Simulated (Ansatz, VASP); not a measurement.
# Two plane-wave programs on HRh6

```xyz
14
Lattice="5.4163 0.0000 0.0000 0.0000 5.4163 0.0000 0.0000 0.0000 21.6737" Properties=species:S:1:pos:R:3 pbc="T T T"
Rh    1.3541    1.3541    4.0000
Rh    1.3541    4.0623    4.0000
Rh    4.0623    1.3541    4.0000
Rh    4.0623    4.0623    4.0000
Rh    0.0000    0.0000    5.8384
Rh    0.0000    2.7082    5.8384
Rh    2.7082    0.0000    5.8384
Rh    2.7082    2.7082    5.8384
Rh    1.3541    1.3541    7.6737
Rh    1.3541    4.0623    7.6737
Rh    4.0623    1.3541    7.6737
Rh    4.0623    4.0623    7.6737
H     1.3832    2.7082    8.1237
H     4.0332    2.7082    8.1237
```

Alike in both runs: task single point; functional PBE; k mesh 5 × 5 × 1; occupations gaussian, width 0.1 eV; no spin polarisation.

|  | VASP | Ansatz |
| --- | --- | --- |
| version | VASP 6.6.1 | Ansatz 0.2.0 |
| potentials or method | VASP PAW PBE potentials, release 64 (Rh_pv, H), cutoff 520 eV | scalar-relativistic, plane waves, PAW |
| valence electrons in the cell | 182 | 206 |

```csv
,VASP,Ansatz,Ansatz less VASP
gap on the k mesh at the Fermi level (eV),none,none,-
rms of the force components (eV/Å),1.761,1.744,-0.0167
```

Atom by atom the forces differ by 0.017 eV/Å (rms over components). A gap of «none» marks a metal or a gap that the smearing closes. With one functional, cell and mesh, what is left measures potentials, basis and numerics. VASP's potentials hold 182 valence electrons a cell and Ansatz's 206, so a difference there can come from the potentials and not from the codes.
